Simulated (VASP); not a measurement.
# Ti4B in VASP: single point with r2SCAN

Aim: the single point of Ti4B with r2SCAN.

Program: VASP 6.6.1. These are calculated values, not measurements. Logs are shortened: lines on timing, memory, paths and dates and some standing lists are left out, and cuts for length are marked.

## 1. The cell of the first run

The cell holds a slab with vacuum, 5 atoms: a = 2.936 Å, b = 2.936 Å, c = 25.954 Å, α = 90.00°, β = 90.00°, γ = 120.00°.

## 2. Single point, r2SCAN

The input, POSCAR:

```
Ti4B
1.0
    2.9357969418      0.0000000000      0.0000000000
   -1.4678984709      2.5424747320      0.0000000000
    0.0000000000      0.0000000000     25.9542893634
Ti B
4 1
Direct
    0.6666666667      0.3333333333      0.3274988531
    0.3333333333      0.6666666667      0.4168134331
    0.6666666667      0.3333333333      0.5098111311
    0.3333333333      0.6666666667      0.5928273767
    0.3333333333      0.6666666667      0.6778277170
```

The input, INCAR.step1:

```
PREC     = Accurate       # precision mode
ENCUT    = 520            # plane-wave cutoff, eV
ISMEAR   = 0              # smearing method
SIGMA    = 0.1            # smearing width, eV
LREAL    = F              # projectors in reciprocal space
LASPH    = T              # aspherical terms in the spheres
NELM     = 60             # most SCF steps
LDIPOL   = T            
IDIPOL   = 3            
DIPOL    = 0.5 0.5 0.505
NBANDS   = 34             # bands
GGA      = PE             # functional
ALGO     = Normal         # electronic algorithm
EDIFF    = 1E-4           # SCF threshold, eV
LWAVE    = T              # write WAVECAR
LCHARG   = F              # write CHGCAR
```

The input, INCAR.step2:

```
PREC     = Accurate       # precision mode
ENCUT    = 520            # plane-wave cutoff, eV
EDIFF    = 1E-6           # SCF threshold, eV
ISMEAR   = 0              # smearing method
SIGMA    = 0.1            # smearing width, eV
LREAL    = F              # projectors in reciprocal space
LASPH    = T              # aspherical terms in the spheres
NELM     = 60             # most SCF steps
ALGO     = Normal         # electronic algorithm
ISIF     = 2              # what is computed and relaxed
LWAVE    = F              # write WAVECAR
LCHARG   = F              # write CHGCAR
LDIPOL   = T            
IDIPOL   = 3            
DIPOL    = 0.5 0.5 0.505
METAGGA  = R2SCAN         # meta-GGA
LMIXTAU  = T            
NBANDS   = 34             # bands
ISTART   = 1
```

The input, KPOINTS:

```
regular mesh
0
Gamma
  12 12 1
```

Potentials or basis: VASP PAW PBE potentials, release 64 (Ti_sv, B).

Run with:

```
$ cat potpaw_PBE.64/Ti_sv/POTCAR potpaw_PBE.64/B/POTCAR > POTCAR
$ cp INCAR.step1 INCAR
$ mpirun -np 1 vasp_std > vasp.out
$ cp INCAR.step2 INCAR
$ mpirun -np 1 vasp_std > vasp.out
```

OUTCAR:

```text
PREC = Accurate
   ENCUT = 520
   EDIFF = 1E-6
   ISMEAR = 0
   LREAL = F
   LASPH = T
   NELM = 60
   ISIF = 2
   METAGGA = R2SCAN
   ISTART = 1

 ion  position               nearest neighbor table
   1  0.667  0.333  0.327-   2 2.87   2 2.87   2 2.87
   2  0.333  0.667  0.417-   1 2.87   1 2.87   1 2.87
   3  0.667  0.333  0.510-   4 2.74   4 2.74   4 2.74
   4  0.333  0.667  0.593-   5 2.21   3 2.74   3 2.74   3 2.74
   5  0.333  0.667  0.678-   4 2.21

  LATTYP: Found a hexagonal cell.
 ALAT       =     2.9357969418
 C/A-ratio  =     8.8406282444

  Lattice vectors:

 A1 = (   2.9357969418,   0.0000000000,   0.0000000000)
 A2 = (  -1.4678984709,   2.5424747320,   0.0000000000)
 A3 = (   0.0000000000,   0.0000000000,  25.9542893634)

Analysis of symmetry for initial positions (statically):
=====================================================================
 Subroutine PRICEL returns:
 Original cell was already a primitive cell.

 Routine SETGRP: Setting up the symmetry group for a
 hexagonal supercell.

 Subroutine GETGRP returns: Found  6 space group operations
 (whereof  6 operations were pure point group operations)
 out of a pool of 24 trial point group operations.

The static configuration has the point symmetry C_3v.

Analysis of symmetry for dynamics (positions and initial velocities):
=====================================================================
 Subroutine PRICEL returns:
 Original cell was already a primitive cell.

 Routine SETGRP: Setting up the symmetry group for a
 hexagonal supercell.

 Subroutine GETGRP returns: Found  6 space group operations
 (whereof  6 operations were pure point group operations)
 out of a pool of 24 trial point group operations.

The dynamic configuration has the point symmetry C_3v.

 Subroutine INISYM returns: Found  6 space group operations
 (whereof  6 operations are pure point group operations),
 and found     1 'primitive' translations

----------------------------------------------------------------------------------------

                                     Primitive cell

  volume of cell :     193.7277

  direct lattice vectors                    reciprocal lattice vectors
     2.935796942  0.000000000  0.000000000     0.340623013  0.196658788  0.000000000
    -1.467898471  2.542474732  0.000000000     0.000000000  0.393317577  0.000000000
     0.000000000  0.000000000 25.954289363     0.000000000  0.000000000  0.038529277

  length of vectors
     2.935796942  2.935796942 25.954289363     0.393317577  0.393317577  0.038529277

  position of ions in fractional coordinates (direct lattice)
     0.666666667  0.333333333  0.327498853
     0.333333333  0.666666667  0.416813433
     0.666666667  0.333333333  0.509811131
     0.333333333  0.666666667  0.592827377
     0.333333333  0.666666667  0.677827717

  ion indices of the primitive-cell ions
   primitive index   ion index
                 1           1
                 2           2
                 3           3
                 4           4
                 5           5

----------------------------------------------------------------------------------------

 KPOINTS: regular mesh

Automatic generation of k-mesh.
 Grid dimensions read from file:
 generate k-points for:   12   12    1

 Generating k-lattice:

  Cartesian coordinates                     Fractional coordinates (reciprocal lattice)
     0.028385251  0.016388232  0.000000000     0.083333333  0.000000000  0.000000000
     0.000000000  0.032776465  0.000000000     0.000000000  0.083333333  0.000000000
     0.000000000  0.000000000  0.038529277     0.000000000  0.000000000  1.000000000

  Length of vectors
     0.032776465  0.032776465  0.038529277

  Shift w.r.t. Gamma in fractional coordinates (k-lattice)
     0.000000000  0.000000000  0.000000000

 Subroutine IBZKPT returns following result:
 ===========================================

 Found     19 irreducible k-points:

 Following reciprocal coordinates:
            Coordinates               Weight
  0.000000  0.000000  0.000000      1.000000
  0.083333  0.000000  0.000000      6.000000
  0.166667  0.000000  0.000000      6.000000
  0.250000  0.000000  0.000000      6.000000
  0.333333  0.000000  0.000000      6.000000
  0.416667  0.000000  0.000000      6.000000
[... 11 lines left out ...]
  0.333333  0.250000  0.000000     12.000000
  0.333333  0.333333  0.000000      2.000000
   k-points           NKPTS =     19   k-points in BZ     NKDIM =     19   number of bands    NBANDS=     34
   number of dos      NEDOS =    301   number of ions     NIONS =      5
   total plane-waves  NPLWV = 112896
   dimension x,y,z NGX =    24 NGY =   24 NGZ =  196
   dimension x,y,z NGXF=    48 NGYF=   48 NGZF=  392
   ions per type =               4   1
   NGX,Y,Z   is equivalent  to a cutoff of  13.59, 13.59, 12.55 a.u.
   NGXF,Y,Z  is equivalent  to a cutoff of  27.18, 27.18, 25.11 a.u.
 SYSTEM =  unknown system
   PREC   = accura    normal or accurate (medium, high low for compatibility)
   ISTART =      1    job   : 0-new  1-cont  2-samecut
   ICHARG =      0    charge: 1-file 2-atom 10-const
   ISPIN  =      1    spin polarized calculation?
   LNONCOLLINEAR =      F non collinear calculations
   LSORBIT =      F    spin-orbit coupling
   LASPH  =      T    aspherical Exc in radial PAW
   ENCUT  =  520.0 eV  38.22 Ry    6.18 a.u.   5.46  5.46 48.26*2*pi/ulx,y,z
   NELM   =     60;   NELMIN=  2; NELMDL=  0     # of ELM steps
   EDIFF  = 0.1E-05   stopping-criterion for ELM
   LREAL  =      F    real-space projection
[... 7 lines left out ...]
   TEBEG  =    0.0;   TEEND  =   0.0 temperature during run
   PSTRESS=    0.0 pullay stress
   NELECT =      51.0000    total number of electrons
   NUPDOWN=      -1.0000    fix difference up-down
   EMIN   =  10.00;   EMAX   =-10.00  energy-range for DOS
   EFERMI =   0.00;   METHOD = LEGACY
   ISMEAR =     0;   SIGMA  =   0.10  broadening in eV -4-tet -1-fermi 0-gaus
   EFERMI_NEDOS =   21; number of points for ismear=-14 and -15
   IALGO  =     38    algorithm
   IMIX   =      4    mixing-type and parameters
     AMIX     =   0.40;   BMIX     =  1.00
     AMIX_MAG =   1.60;   BMIX_MAG =  1.00
  volume/ion in A,a.u.               =      38.75       261.47
  Fermi-wavevector in a.u.,A,eV,Ry     =   1.049223  1.982743 14.978218  1.100868
  Thomas-Fermi vector in A             =   2.184176
   LORBIT       =      0    0 simple, 1 ext, 2 COOP (PROOUT), +10 PAW based schemes
   METAGGA = R2SCAN    functional components
   LHFCALC =     F    Hartree Fock is set to
   AEXX    =    0.0000 exact exchange contribution
   IVDW    =     0    specifies the selected vdW correction
   LEPSILON=     F    determine dielectric tensor
   LRPA    =     F    only Hartree local field effects (RPA)
 non-spin polarized calculation
 Gauss-broadening in eV      SIGMA  =   0.10
  energy-cutoff  :      520.00
  volume of cell :      193.73
 maximum number of plane-waves:      5301
 NGX is ok and might be reduce to    24
   NGX = 11   NGY = 11   NGZ = 97

 dipolmoment           0.000000      0.000000     -0.017675 electrons x Angstroem

 number of electron      50.9999995 magnetization

 dipolmoment           0.000000      0.000000      0.044399 electrons x Angstroem

 Free energy of the ion-electron system (eV)
  ---------------------------------------------------
  ext. energy  EPLUGINS =         0.00000000
  ---------------------------------------------------
  free energy    TOTEN  =       -53.93791443 eV

  energy without entropy =      -53.89506668  energy(sigma->0) =      -53.91649056

 E-fermi :   0.2711     XC(G=0):  -5.8293

 val. band max:        0.2593240116   @ k =   0.2500   0.0000   0.0000
 cond. band min:       0.2731307696   @ k =   0.3333   0.0000   0.0000
 fundamental gap:      0.0138067581
 Fermi energy:         0.2710753388

 k-point     1 :       0.0000    0.0000    0.0000
  band No.  band energies     occupation
      1     -59.1022      2.00000
      2     -58.9007      2.00000
      3     -58.8498      2.00000
      4     -58.7087      2.00000
      5     -34.5046      2.00000
      6     -34.3282      2.00000
[... 26 lines left out ...]
     33       1.4761      0.00000
     34       1.5246      0.00000

 k-point     2 :       0.0833    0.0000    0.0000
  band No.  band energies     occupation
      1     -59.0968      2.00000
      2     -58.8948      2.00000
      3     -58.8444      2.00000
      4     -58.7052      2.00000
      5     -34.4945      2.00000
      6     -34.3210      2.00000
[... 26 lines left out ...]
     33       1.5213      0.00000
     34       1.5800      0.00000

 k-point     3 :       0.1667    0.0000    0.0000
  band No.  band energies     occupation
      1     -59.0820      2.00000
      2     -58.8789      2.00000
      3     -58.8294      2.00000
      4     -58.6957      2.00000
      5     -34.4675      2.00000
      6     -34.3033      2.00000
[... 26 lines left out ...]
     33       1.6785      0.00000
     34       1.8560      0.00000
[... 519 lines left out ...]
 k-point    18 :       0.3333    0.2500    0.0000
  band No.  band energies     occupation
      1     -59.0136      2.00000
      2     -58.8078      2.00000
      3     -58.7531      2.00000
      4     -58.6558      2.00000
      5     -34.4150      2.00000
      6     -34.3777      2.00000
[... 26 lines left out ...]
     33       2.0909      0.00000
     34       2.4961      0.00000

 k-point    19 :       0.3333    0.3333    0.0000
  band No.  band energies     occupation
      1     -59.0109      2.00000
      2     -58.8050      2.00000
      3     -58.7498      2.00000
      4     -58.6544      2.00000
      5     -34.3689      2.00000
      6     -34.3681      2.00000
[... 26 lines left out ...]
     33       2.0254      0.00000
     34       2.4852      0.00000

------------------------ aborting loop because EDIFF is reached ----------------------------------------

 vacuum level on the upper side and lower side of the slab       (xc-potential included)         0.545        -0.509

  FORCE on cell =-STRESS in cart. coord.  units (eV):
  Direction    XX          YY          ZZ          XY          YZ          ZX
  --------------------------------------------------------------------------------------
  -------------------------------------------------------------------------------------
  Total       -2.5418748     -2.5418748     -0.3796168      0.0000000      0.0000000      0.0000000
  in kB      -21.0219468    -21.0219468     -3.1395267      0.0000000      0.0000000      0.0000000
  external PRESSURE =     -15.0611401 kB  Pullay stress =       0.0000000 kB

 VOLUME and BASIS-vectors are now :
 -----------------------------------------------------------------------------
  energy-cutoff  :      520.00
  volume of cell :      193.73
      direct lattice vectors                 reciprocal lattice vectors
     2.935796942  0.000000000  0.000000000     0.340623013  0.196658788  0.000000000
    -1.467898471  2.542474732  0.000000000     0.000000000  0.393317577  0.000000000
     0.000000000  0.000000000 25.954289363     0.000000000  0.000000000  0.038529277

 POSITION                                       TOTAL-FORCE (eV/Angst)
 -----------------------------------------------------------------------------------
      1.46790      0.84749      8.50000         0.000000     -0.000000      0.569009
     -0.00000      1.69498     10.81810        -0.000000      0.000000     -0.579106
      1.46790      0.84749     13.23179         0.000000     -0.000000     -0.419328
     -0.00000      1.69498     15.38641        -0.000000      0.000000      0.419420
     -0.00000      1.69498     17.59254         0.000000     -0.000000      0.010006
 -----------------------------------------------------------------------------------
    total drift:                                0.000000     -0.000000      0.000595

  FREE ENERGIE OF THE ION-ELECTRON SYSTEM (eV)
  ---------------------------------------------------
  free  energy   TOTEN  =       -53.9379144335 eV

  energy  without entropy=      -53.8950666768  energy(sigma->0) =      -53.91649056

 vacuum level on the upper side and lower side of the slab         5.975         4.903
```

Run time: 32 min. Hardware: 1 thread of Oxide Virtual Turin-like, shared host; peak memory 0.4 GiB.

Results:

- Free energy: -53.9379 eV
- Largest force: 0.579 eV/Å
- Band gap on the k mesh: zero (an odd number of electrons rules out a gap without spin polarisation)

Forces in eV/Å, atoms in the order of the input:
```
Ti   0.000  0.000  0.569
Ti   0.000  0.000 -0.579
Ti   0.000  0.000 -0.419
Ti   0.000  0.000  0.419
B    0.000  0.000  0.010
```

Caveat: the PAW data sets were made with another functional, which shifts forces and pressure a little.
